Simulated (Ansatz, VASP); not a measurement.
LiNbO: VASP beside Ansatz

```
Li Nb O
1.0
     2.98215    0.00000    0.00000
    -1.49107    2.58261    0.00000
     0.00000    0.00000    4.25113
Li Nb O
1 1 1
Direct
  0.66667 0.33333 0.50000
  0.00000 0.00000 0.00000
  0.33333 0.66667 0.50000
```

Change from the starting cell: species swapped into the NdCuGe type (P-6m2, No. 187).

Alike in both runs: functional PBE; k mesh 6 × 6 × 6; occupations gaussian, width 0.1 eV; collinear spin.

Ansatz relaxed the structure, and its values are those at the end. VASP's run is a single point on that final structure, the one shown.

```csv
,VASP,Ansatz
version,VASP 6.6.1,Ansatz 0.2.0
potentials or method,"VASP PAW PBE potentials, release 64 (Li_sv, Nb_sv, O), cutoff 520 eV","scalar-relativistic, plane waves, PAW"
valence electrons in the cell,22,22
```

```csv
,VASP,Ansatz,Ansatz less VASP
gap on the k mesh at the Fermi level (eV),none,none,-
net moment per atom (μB),0.00,0.00,0.000
```

A gap of «none» marks a metal or a gap that the smearing closes. The functional is the same, so the differences come from potentials, cutoffs and numerics. Ansatz's warnings: no starting moments.

The k mesh is coarse, so the values compare programs but aren't converged. Noted on VASP's run: the cutoff is short for stress, so the pressure is rough.
